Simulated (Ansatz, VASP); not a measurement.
# Ag2O: VASP beside Ansatz

```xyz
6
Lattice="4.7180 0.0000 0.0000 0.0000 4.7180 0.0000 0.0000 0.0000 4.7180" Properties=species:S:1:pos:R:3 pbc="T T T"
Ag    1.1795    1.1795    1.1795
Ag    1.1795    3.5385    3.5385
Ag    3.5385    3.5385    1.1795
Ag    3.5385    1.1795    3.5385
O     0.0000    0.0000    0.0000
O     2.3590    2.3590    2.3590
```

Alike in both runs: task relaxation of cell and atoms; functional PBE; k mesh 8 × 8 × 8; occupations gaussian, width 0.1 eV; no spin polarisation.

|  | VASP | Ansatz |
| --- | --- | --- |
| version | VASP 6.6.1 | Ansatz 0.2.0 |
| potentials or method | VASP PAW PBE potentials, release 64 (Ag, O), cutoff 600 eV | scalar-relativistic, plane waves, PAW |
| valence electrons in the cell | 56 | 88 |

Ansatz gave:

| Property | Result |
| --- | --- |
| gap on the k mesh at the Fermi level, each at its own relaxed structure (eV) | none |
| relaxed volume (Å³/atom) | 18.57 |
| relaxed cell length with the largest relative difference (Å) | 4.812 |

Task: Estimate VASP's values.

Result: gap on the k mesh at the Fermi level, each at its own relaxed structure (eV): none; relaxed volume (Å³/atom): 18.53; relaxed cell length with the largest relative difference (Å): 4.809.

A gap of «none» marks a metal or a gap that the smearing closes. VASP's potentials hold 56 valence electrons a cell and Ansatz's 88, so a difference there can come from the potentials and not from the codes.
